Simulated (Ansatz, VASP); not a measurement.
# PtS2 in VASP and in Ansatz

```
Pt S
1.0
     3.54320    0.00000    0.00000
    -1.77160    3.06850    0.00000
     0.00000    0.00000   10.07760
Pt S
2 4
Direct
  0.00000 0.00000 0.00000
  0.00000 0.00000 0.50000
  0.33333 0.66667 0.12500
  0.66667 0.33333 0.37500
  0.33333 0.66667 0.62500
  0.66667 0.33333 0.87500
```

Alike in both runs: task single point; functional PBEsol; k mesh 7 × 7 × 3; occupations gaussian, width 0.05 eV; no spin polarisation; Hubbard terms Pt d U = 4.0 eV.

|  | VASP | Ansatz |
| --- | --- | --- |
| version | VASP 6.6.1 | Ansatz 0.2.0 |
| potentials or method | VASP PAW PBE potentials, release 64 (Pt_sv_GW, S), cutoff 500 eV | scalar-relativistic, plane waves, PAW |
| valence electrons in the cell | 60 | 60 |

VASP gave:

| Property | Result |
| --- | --- |
| gap on the k mesh at the Fermi level (eV) | 0.36 |
| least direct gap on the mesh (eV) | 0.96 |
| pressure (GPa) | -4.1 |
| rms of the force components (eV/Å) | 0.251 |

Problem. What did Ansatz give for the same quantities?

Solution. gap on the k mesh at the Fermi level (eV): 0.23; least direct gap on the mesh (eV): 0.83; pressure (GPa): -2.3; rms of the force components (eV/Å): 0.203.

VASP's potentials were made for PBE, not for PBEsol. The programs project onto different local orbitals, so the same U acts differently, and such runs can settle in different states.

Spin-orbit coupling is off throughout.
